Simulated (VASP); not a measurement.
# Ir (P6_3/mmc) in VASP: notebook, part 3 of 3

VASP 6.6.1. The steps go on from the part before.

### Step 4. Relaxation of cell and atoms, PBE, target pressure 60 GPa, at which the enthalpy is minimised

Input file INCAR:

```
PREC     = Accurate       # precision mode
ENCUT    = 600            # plane-wave cutoff, eV
EDIFF    = 1E-6           # SCF threshold, eV
ISMEAR   = -1             # smearing method
SIGMA    = 0.05           # smearing width, eV
LREAL    = False          # projectors in reciprocal space
LASPH    = True           # aspherical terms in the spheres
NELM     = 60             # most SCF steps
ALGO     = Normal         # electronic algorithm
ISIF     = 3              # what is computed and relaxed
LWAVE    = False          # write WAVECAR
LCHARG   = False          # write CHGCAR
GGA      = PE             # functional
IBRION   = 2              # ionic algorithm
NSW      = 80             # ionic steps
EDIFFG   = -0.02          # ionic threshold
PSTRESS  = 600.0
```

Input file KPOINTS:

```
Automatic mesh
0
Gamma
  11 11 6
```

Input file POSCAR:

```
Ir
1.0
    2.7100000000      0.0000000000      0.0000000000
   -1.3550000000      2.3469288443      0.0000000000
    0.0000000000      0.0000000000      4.4254300000
Ir
2
Direct
    0.3333333333      0.6666666667      0.2500000000
    0.6666666667      0.3333333333      0.7500000000
```

Potentials or basis: VASP PAW PBE potentials, release 64 (Ir).

Started as:

```
> cat potpaw_PBE.64/Ir/POTCAR > POTCAR
> mpirun -np 1 vasp_std > vasp.out
```

OUTCAR:

```text
PREC = Accurate
   ENCUT = 600
   EDIFF = 1E-6
   ISMEAR = -1
   LREAL = False
   LASPH = True
   NELM = 60
   ISIF = 3
   GGA = PE
   IBRION = 2
   NSW = 80
   EDIFFG = -0.02
   PSTRESS = 600.0

 ion  position               nearest neighbor table
   1  0.333  0.667  0.250-   2 2.71   2 2.71   2 2.71   2 2.71   2 2.71   2 2.71
   2  0.667  0.333  0.750-   1 2.71   1 2.71   1 2.71   1 2.71   1 2.71   1 2.71

  LATTYP: Found a hexagonal cell.
 ALAT       =     2.7100000000
 C/A-ratio  =     1.6330000000

  Lattice vectors:

 A1 = (   2.7100000000,   0.0000000000,   0.0000000000)
 A2 = (  -1.3550000000,   2.3469288443,   0.0000000000)
 A3 = (   0.0000000000,   0.0000000000,   4.4254300000)

Analysis of symmetry for initial positions (statically):
=====================================================================
 Subroutine PRICEL returns:
 Original cell was already a primitive cell.

 Routine SETGRP: Setting up the symmetry group for a
 hexagonal supercell.

 Subroutine GETGRP returns: Found 24 space group operations
 (whereof 12 operations were pure point group operations)
 out of a pool of 24 trial point group operations.

The static configuration has the point symmetry D_3d.
 The point group associated with its full space group is D_6h.

Analysis of symmetry for dynamics (positions and initial velocities):
=====================================================================
 Subroutine PRICEL returns:
 Original cell was already a primitive cell.

 Routine SETGRP: Setting up the symmetry group for a
 hexagonal supercell.

 Subroutine GETGRP returns: Found 24 space group operations
 (whereof 12 operations were pure point group operations)
 out of a pool of 24 trial point group operations.

The dynamic configuration has the point symmetry D_3d.
 The point group associated with its full space group is D_6h.

 Subroutine INISYM returns: Found 24 space group operations
 (whereof 12 operations are pure point group operations),
 and found     1 'primitive' translations

----------------------------------------------------------------------------------------

                                     Primitive cell

  volume of cell :      28.1465

  direct lattice vectors                    reciprocal lattice vectors
     2.710000000  0.000000000  0.000000000     0.369003690  0.213044380  0.000000000
    -1.355000000  2.346928844  0.000000000     0.000000000  0.426088760  0.000000000
     0.000000000  0.000000000  4.425430000     0.000000000  0.000000000  0.225966742

  length of vectors
     2.710000000  2.710000000  4.425430000     0.426088760  0.426088760  0.225966742

  position of ions in fractional coordinates (direct lattice)
     0.333333333  0.666666667  0.250000000
     0.666666667  0.333333333  0.750000000

  ion indices of the primitive-cell ions
   primitive index   ion index
                 1           1
                 2           2

----------------------------------------------------------------------------------------

 KPOINTS: Automatic mesh

Automatic generation of k-mesh.
 Grid dimensions read from file:
 generate k-points for:   11   11    6

 Generating k-lattice:

  Cartesian coordinates                     Fractional coordinates (reciprocal lattice)
[... 61 lines left out ...]
   LREAL  =      F    real-space projection
   EDIFFG = -.2E-01   stopping-criterion for IOM
   NSW    =     80    number of steps for IOM
   IBRION =      2    ionic relax: 0-MD 1-quasi-New 2-CG
   NFREE  =      1    steps in history (QN), initial steepest desc. (CG)
   ISIF   =      3    stress and relaxation
   ISYM   =      2    0-nonsym 1-usesym 2-fastsym
   POTIM  = 0.5000    time-step for ionic-motion
   TEBEG  =    0.0;   TEEND  =   0.0 temperature during run
   PSTRESS=  600.0 pullay stress
   NELECT =      18.0000    total number of electrons
   NUPDOWN=      -1.0000    fix difference up-down
   EMIN   =  10.00;   EMAX   =-10.00  energy-range for DOS
   EFERMI =   0.00;   METHOD = LEGACY
   ISMEAR =    -1;   SIGMA  =   0.05  broadening in eV -4-tet -1-fermi 0-gaus
   EFERMI_NEDOS =   21; number of points for ismear=-14 and -15
   IALGO  =     38    algorithm
   IMIX   =      4    mixing-type and parameters
     AMIX     =   0.40;   BMIX     =  1.00
     AMIX_MAG =   1.60;   BMIX_MAG =  1.00
  volume/ion in A,a.u.               =      14.07        94.97
  Fermi-wavevector in a.u.,A,eV,Ry     =   1.410449  2.665362 27.066979  1.989367
  Thomas-Fermi vector in A             =   2.532402
   LORBIT       =      0    0 simple, 1 ext, 2 COOP (PROOUT), +10 PAW based schemes
   GGA     = PE    functional components
   LHFCALC =     F    Hartree Fock is set to
   AEXX    =    0.0000 exact exchange contribution
   IVDW    =     0    specifies the selected vdW correction
   LEPSILON=     F    determine dielectric tensor
   LRPA    =     F    only Hartree local field effects (RPA)
 conjugate gradient relaxation of ions
 non-spin polarized calculation
  energy-cutoff  :      600.00
  volume of cell :       28.15
 maximum number of plane-waves:       966
 NGX is ok and might be reduce to    24
   NGX = 11   NGY = 11   NGZ = 17

--------------------------------------- Ionic step        1  -------------------------------------------

 number of electron      18.0000001 magnetization

 Free energy of the ion-electron system (eV)
  ---------------------------------------------------
  ext. energy  EPLUGINS =         0.00000000
  ---------------------------------------------------
  free energy    TOTEN  =       -17.49239466 eV

  energy without entropy =      -17.46901792  energy(sigma->0) =      -17.48070629

------------------------ aborting loop because EDIFF is reached ----------------------------------------

  FORCE on cell =-STRESS in cart. coord.  units (eV):
  Direction    XX          YY          ZZ          XY          YZ          ZX
  --------------------------------------------------------------------------------------
  -------------------------------------------------------------------------------------
  Total        2.5720950      2.5720950      2.1235957      0.0000000      0.0000000      0.0000000
  in kB      146.4107278    146.4107278    120.8809126      0.0000000      0.0000000      0.0000000
  external PRESSURE =    -462.0992106 kB  Pullay stress =     600.0000000 kB
[... 97 lines left out ...]
  energy  without entropy=      -17.1605323026  energy(sigma->0) =      -17.17114635

  enthalpy is  TOTEN    =        -7.2977065407 eV   P V=        9.8840538578

[... ionic steps 4 to 7 ...]

--------------------------------------- Ionic step        8  -------------------------------------------

 number of electron      18.0000000 magnetization

------------------------ aborting loop because EDIFF is reached ----------------------------------------
[... 71 lines left out ...]
--------------------------------------- Ionic step       10  -------------------------------------------

 number of electron      18.0000000 magnetization

 Free energy of the ion-electron system (eV)
  ---------------------------------------------------
  ext. energy  EPLUGINS =         0.00000000
  ---------------------------------------------------
  free energy    TOTEN  =       -16.96689640 eV

  energy without entropy =      -16.94594567  energy(sigma->0) =      -16.95642103

 E-fermi :  12.2634     XC(G=0): -14.5588

 val. band max:       12.2374435288   @ k =   0.3636   0.0000   0.3333
 cond. band min:      12.2709426134   @ k =   0.2727   0.0909   0.3333
 fundamental gap:      0.0334990846
 Fermi energy:        12.2634087238

 k-point     1 :       0.0000    0.0000    0.0000
  band No.  band energies     occupation
      1      -0.0382      2.00000
      2       2.9903      2.00000
      3       7.6718      2.00000
      4       7.8041      2.00000
      5       7.8041      2.00000
      6       8.5753      2.00000
      7       8.5753      2.00000
      8       9.5310      2.00000
      9       9.5310      2.00000
     10      11.1797      2.00000
     11      12.5945      0.00266
     12      12.5945      0.00266
     13      20.2841      0.00000
[... 354 lines left out ...]
  band No.  band energies     occupation
      1       2.3936      2.00000
      2       4.6966      2.00000
      3       6.0858      2.00000
      4       6.3383      2.00000
      5       7.4550      2.00000
      6       8.1975      2.00000
      7       8.8247      2.00000
      8       9.6375      2.00000
      9      10.4196      2.00000
     10      10.7134      2.00000
     11      12.9117      0.00000
     12      16.6666      0.00000
     13      21.9827      0.00000

 [... further k-points ...]

------------------------ aborting loop because EDIFF is reached ----------------------------------------

  FORCE on cell =-STRESS in cart. coord.  units (eV):
  Direction    XX          YY          ZZ          XY          YZ          ZX
  --------------------------------------------------------------------------------------
  -------------------------------------------------------------------------------------
  Total        9.6402843      9.6402843      9.6440335      0.0000000     -0.0000000      0.0000000
  in kB      600.1939596    600.1939596    600.4273826      0.0000000     -0.0000000      0.0000000
  external PRESSURE =       0.2717673 kB  Pullay stress =     600.0000000 kB
[... 21 lines left out ...]
  energy  without entropy=      -16.9459456678  energy(sigma->0) =      -16.95642103

  enthalpy is  TOTEN    =        -7.3297274953 eV   P V=        9.6371689066

 reached required accuracy - stopping structural energy minimisation
```

Wall time 1.8 min (1 thread of Intel Xeon Platinum 8259CL at 2.50GHz (Skylake/Cascade Lake), shared host); peak memory 0.19 GiB.

Results:

```yaml
Free_energy: -16.9669 eV
Relaxed_volume: 12.87 Å³/atom
Relaxed_cell: a = 2.634 Å, b = 2.634 Å, c = 4.282 Å, α = 90.00°, β = 90.00°, γ = 120.00°
Space_group_after_relaxing_to_0.05_Å: P6_3/mmc (No. 194)
Energy_change_on_relaxing_the_enthalpy_is_what_falls: +262.7 meV/atom
Ionic_steps: 10
Pressure_after_relaxing: 60.0 GPa
Band_gap_on_the_k_mesh: zero (band 9 reaches 13.44 eV, above the bottom of band 10 at 9.65 eV)
```

Step by step:
```csv
step,energy change (eV),largest force (eV/Å),pressure (GPa),volume (Å³)
1,0.0000,0.0000,13.79,28.15
2,29.6504,0.0000,1227.68,14.64
3,0.3106,0.0000,44.97,26.39
4,0.4071,0.0000,52.00,26.07
5,0.5287,0.0000,60.20,25.73
6,0.5112,0.0000,59.06,25.77
7,0.5121,0.0000,59.16,25.77
8,0.5115,0.0000,59.11,25.77
9,0.5640,0.0000,62.50,25.63
10,0.5255,0.0000,60.03,25.73
```

Final structure:
```xyz
2
Lattice="2.6343 0.0000 0.0000 -1.3172 2.2814 0.0000 0.0000 0.0000 4.2819" Properties=species:S:1:pos:R:3 pbc="T T T"
Ir    0.0000    1.5209    1.0705
Ir    1.3172    0.7605    3.2114
```

Caveat: the cell is relaxed towards a set pressure, so the enthalpy falls and the energy may rise; spin-orbit coupling is left out, which moves the levels of the heavy elements.

### Step 5. The runs side by side

```csv
cell,gap on the mesh (eV),pressure (GPa)
relaxed to 20 GPa,none,20.1
relaxed to 40 GPa,none,40.0
relaxed to 60 GPa,none,60.0
```

Alike in all rows: task relaxation of cell and atoms; level PBE; potentials or basis VASP PAW PBE potentials, release 64 (Ir); no spin polarisation; k mesh 11 × 11 × 6; cutoff (eV) 600; smearing fermi-dirac 0.05 eV.

Caveats: the cell is relaxed towards a set pressure, so the enthalpy falls and the energy may rise; spin-orbit coupling is left out, which moves the levels of the heavy elements.

Total energies depend on the potentials used, so only differences within one code and one set of settings carry meaning.
